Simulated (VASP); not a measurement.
MgO: vibrations by perturbation theory with PBEsol

The system is MgO.

```
CELL_PARAMETERS angstrom
0.00000 2.09700 2.09700
2.09700 0.00000 2.09700
2.09700 2.09700 0.00000
ATOMIC_POSITIONS crystal
Mg 0.00000 0.00000 0.00000
O 0.50000 0.50000 0.50000
```

| Quantity | Value |
| --- | --- |
| Program | VASP 6.6.1 |
| Task | vibrations by perturbation theory |
| Functional | PBEsol |
| Potentials or basis | VASP PAW PBE potentials, release 64 (Mg, O) |
| Cutoff | 520 eV |
| k mesh | 8 × 8 × 8 |
| Occupations | gaussian, width 0.01 eV |
| Spin | no spin polarisation |
| Dipole correction | no |
| Further INCAR settings | ALGO = Normal; EDIFF = 1e-08; IBRION = 8; NSW = 1 |

| Item | Value |
| --- | --- |
| Electronic dielectric tensor (diagonal) | 3.15 |
| Born charges (mean of the diagonal) | Mg +1.96; O -1.96 e |
| Highest phonon frequency at Γ, LO-TO splitting left out | 404 cm⁻¹ |

Phonon frequencies in cm⁻¹ (negative: imaginary):
```
              q point        frequencies
(0.000, 0.000, 0.000)  0 0 0 404 404 404
```

Electronic dielectric tensor:
```
3.15 0.00 0.00
0.00 3.15 0.00
0.00 0.00 3.15
```

Born effective charge tensors (e):
atom 1, Mg
```
1.96 0.00 0.00
0.00 1.96 0.00
0.00 0.00 1.96
```
atom 2, O
```
-1.96  0.00  0.00
 0.00 -1.96  0.00
 0.00  0.00 -1.96
```

Wall time 63 s on 1 thread of Intel(R) Xeon(R) Platinum 8488C (Sapphire Rapids), on a shared host, peak memory 0.17 GiB.

Caveat: the cell wasn't relaxed at this level first, which shifts response properties.
